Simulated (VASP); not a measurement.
# Zn4Si3GeP8 (P1) in VASP: further runs, part 2 of 2

VASP 6.6.1. The steps go on from the part before.

## 3. Single point, PBEsol

Input file INCAR:

```
SYSTEM = Zn4Si3GeP8
PREC = Accurate
ENCUT = 550
EDIFF = 1E-6
ISMEAR = -1
SIGMA = 0.05
LREAL = Auto
LASPH = .TRUE.
NELM = 120
ALGO = Normal
ISIF = 2
LWAVE = .FALSE.
LCHARG = .TRUE.
GGA = PS
LELF = .TRUE.
LVHAR = .TRUE.
ISYM = -1
NBANDS = 266
GGA_COMPAT = .FALSE.
```

Input file KPOINTS:

```
explicit points
1
Reciprocal
  0.25000000   0.25000000   0.25000000 1
```

Input file POSCAR:

```
Zn4Si3GeP8
1.0
   10.7428923252     -0.0000610068     -0.0000179951
   -0.0000610134     10.7417309880     -0.0000179951
   -0.0000180038     -0.0000180019     10.5081871611
Zn Ge Si P
16 4 12 32
Direct
    0.9993730000      0.0002040000      0.0004610000
    0.0010520000      0.5005480000      0.9983050000
    0.5001200000      0.9998640000      0.0019460000
    0.4984080000      0.5006250000      0.0006300000
    0.0012180000      0.2495170000      0.2491620000
    0.0006880000      0.7491770000      0.2490150000
    0.4986090000      0.2480850000      0.2487300000
    0.5001770000      0.7515280000      0.2484030000
    0.2505740000      0.9983780000      0.7515940000
    0.2494870000      0.5010550000      0.7519150000
    0.7501800000      0.9991350000      0.7512380000
    0.7526700000      0.4994700000      0.7518760000
    0.2486440000      0.2498670000      0.4980070000
    0.2501760000      0.7502890000      0.5002970000
    0.7508840000      0.2496420000      0.5003340000
    0.7491540000      0.7512420000      0.5018810000
    0.0014730000      0.0007340000      0.4995610000
    0.4999480000      0.5014240000      0.4994790000
    0.7520810000      0.5006860000      0.2488250000
    0.5003050000      0.2501280000      0.7504830000
    0.0018080000      0.5009710000      0.5008640000
    0.5006620000      0.9993810000      0.4984520000
    0.2510420000      0.9997010000      0.2484010000
    0.2494140000      0.5007880000      0.2483400000
    0.7498250000      0.0003000000      0.2485430000
    0.2496970000      0.2495500000      0.0005550000
    0.2502640000      0.7504340000      0.9991430000
    0.7519460000      0.2496690000      0.9994060000
    0.7502610000      0.7513310000      0.9985750000
    0.0011550000      0.2512530000      0.7503780000
    0.0003360000      0.7500320000      0.7503880000
    0.5007200000      0.7516920000      0.7506360000
    0.1323480000      0.1243510000      0.1249840000
    0.1320650000      0.6248400000      0.1229980000
    0.6328040000      0.1251730000      0.1238500000
    0.6296070000      0.6281480000      0.1210560000
    0.1219780000      0.1275090000      0.6288930000
    0.1185030000      0.6254130000      0.6258800000
    0.6207140000      0.1211760000      0.6216260000
    0.6212090000      0.6271080000      0.6298150000
    0.3670270000      0.3743890000      0.1247490000
    0.3674410000      0.8746390000      0.1237650000
    0.8725760000      0.3722360000      0.1203530000
    0.8675470000      0.8742890000      0.1247330000
    0.3741220000      0.1167320000      0.3744000000
    0.3720320000      0.6213980000      0.3700200000
    0.8724050000      0.1203180000      0.3707400000
    0.8778160000      0.6217190000      0.3794190000
    0.1243940000      0.3831710000      0.3736700000
    0.1280860000      0.8790360000      0.3707820000
    0.6247190000      0.3757670000      0.3735850000
    0.6254090000      0.8818080000      0.3737920000
    0.1255810000      0.3675450000      0.8753270000
    0.1240190000      0.8674820000      0.8752320000
    0.6279560000      0.3710880000      0.8791180000
    0.6242940000      0.8690700000      0.8756470000
    0.3749610000      0.3751750000      0.6242920000
    0.3828380000      0.8750150000      0.6244490000
    0.8832330000      0.3748630000      0.6244630000
    0.8801900000      0.8729880000      0.6281180000
    0.3728170000      0.1286030000      0.8789160000
    0.3750760000      0.6331990000      0.8744210000
    0.8754860000      0.1321200000      0.8736630000
    0.8758860000      0.6329920000      0.8753860000
```

Potentials or basis: VASP PAW PBE potentials, release 64 (Zn, Ge_d, Si, P).

The run is started by

```bash
$ cat potpaw_PBE.64/Zn/POTCAR potpaw_PBE.64/Ge_d/POTCAR potpaw_PBE.64/Si/POTCAR potpaw_PBE.64/P/POTCAR > POTCAR
$ mpirun -np 1 vasp_std > vasp.out
```

Wall time 10 min (1 thread of Intel Xeon 6975P-C (Granite Rapids), shared host); peak memory 1.2 GiB.

The run converged. Its results:

| Item | Value |
| --- | --- |
| Free energy | -316.8286 eV |
| Pressure | 0.1 GPa |
| Largest force | 0.031 eV/Å |
| Band gap on the k mesh | 1.73 eV |

Forces in eV/Å, atoms in the order of the input:
```
Zn   0.001  0.000  0.001
Zn  -0.001  0.000 -0.002
Zn   0.001  0.001  0.001
Zn  -0.002 -0.001  0.000
Zn   0.003 -0.001  0.002
Zn   0.001  0.000  0.000
Zn   0.001 -0.001  0.001
Zn   0.001  0.001  0.002
Zn   0.001 -0.002  0.001
Zn  -0.001  0.003  0.001
Zn   0.002  0.000  0.001
Zn   0.001 -0.004  0.000
Zn   0.001  0.000 -0.002
Zn   0.001  0.000  0.000
Zn   0.002  0.000  0.001
Zn  -0.002  0.001 -0.002
Ge   0.002 -0.001  0.003
Ge   0.002  0.001  0.002
Ge   0.000  0.001  0.000
Ge   0.001  0.000  0.000
Si  -0.001 -0.001 -0.002
Si  -0.002  0.001  0.000
Si  -0.001  0.001 -0.001
Si   0.001 -0.004 -0.002
Si   0.002 -0.005  0.001
Si  -0.001  0.003  0.000
Si  -0.004 -0.002  0.000
Si   0.002 -0.002  0.000
Si  -0.002 -0.002  0.000
Si   0.002 -0.001 -0.002
Si  -0.002 -0.002  0.000
Si   0.000  0.000  0.001
P    0.013  0.002 -0.001
P    0.021  0.001  0.000
P    0.016  0.000 -0.001
P    0.024 -0.006  0.005
P   -0.028 -0.007 -0.005
P   -0.017 -0.003  0.004
P   -0.022  0.007  0.006
P   -0.025 -0.008 -0.009
P   -0.018  0.004  0.000
P   -0.017  0.001  0.001
P   -0.023  0.006  0.007
P   -0.017  0.003  0.001
P    0.003 -0.015 -0.001
P    0.005 -0.020  0.009
P    0.006 -0.019  0.005
P   -0.006 -0.023 -0.005
P    0.002  0.014  0.002
P   -0.009  0.021  0.003
P    0.000  0.029 -0.001
P   -0.003  0.016 -0.001
P   -0.003 -0.015  0.004
P    0.004 -0.015  0.000
P   -0.009 -0.021 -0.007
P    0.003 -0.015  0.002
P    0.031  0.000 -0.005
P    0.016 -0.003 -0.003
P    0.017  0.001  0.001
P    0.024  0.011 -0.007
P    0.006  0.022 -0.007
P    0.001  0.015 -0.001
P   -0.003  0.016 -0.001
P   -0.001  0.018 -0.001
```

Stress tensor (GPa, compression positive):
```
 0.11 -0.72 -0.73
-0.72  0.12 -0.74
-0.73 -0.74  0.11
```

Levels at points of the mesh, in eV from the valence-band top:
```csv
k point,band 226,band 227,band 228,band 229,band 230,band 231
"(0.25, 0.25, 0.25)",-0.31,-0.11,0.00,1.73,1.78,1.80
```

Caveat: the PAW data sets were made with another functional, which shifts forces and pressure a little; a shifted mesh leaves out Γ, where band edges can lie.
